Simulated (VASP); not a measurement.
Here is a VASP 6.6.1 calculation.

INCAR

```
SYSTEM = KF
ALGO     = Normal         ! electronic algorithm
EDIFF    = 1E-6           ! SCF threshold, eV
ENCUT    = 520            ! plane-wave cutoff, eV
GGA      = PS             ! functional
ISIF     = 2              ! what is computed and relaxed
ISMEAR   = 0              ! smearing method
ISPIN    = 2              ! spin polarisation
LASPH    = .True.         ! aspherical terms in the spheres
LCHARG   = .True.         ! write CHGCAR
LELF     = .True.         ! ELF
LORBIT   = 11             ! projections on sites
LREAL    = .False.        ! projectors in reciprocal space
LVHAR    = .True.       
LWAVE    = .False.        ! write WAVECAR
MAGMOM   = 0.5 0          ! initial moments
NBANDS   = 19             ! bands
NELM     = 150            ! most SCF steps
PREC     = Accurate       ! precision mode
SIGMA    = 0.1            ! smearing width, eV
```

The input KPOINTS:

```
k-points
0
Gamma
  8 8 8
  0 0 0
```

Contents of POSCAR:

```
KF
1.0
    3.2589550000      0.0000000000      0.0000000000
    0.0000000000      3.2589550000      0.0000000000
    0.0000000000      0.0000000000      3.2589550000
K F
1 1
Direct
    0.0000000000      0.0000000000      0.0000000000
    0.5000000000      0.5000000000      0.5000000000
```

Potentials or basis: VASP PAW PBE potentials, release 64 (K_sv, F).

Command:

```bash
$ cat potpaw_PBE.64/K_sv/POTCAR potpaw_PBE.64/F/POTCAR > POTCAR
$ mpirun -np 1 vasp_std > vasp.out
```

Question: Predict the net moment.

Answer: 0.00 μB per cell.

Question: Predict the band gap on the k mesh.

Answer: 6.10 eV (least direct gap 6.15 eV).

Question: What does it give for the pressure?

Answer: -2.5 GPa.

Caveat: the PAW data sets were made with another functional, which shifts forces and pressure a little. A k mesh can miss the band edges.
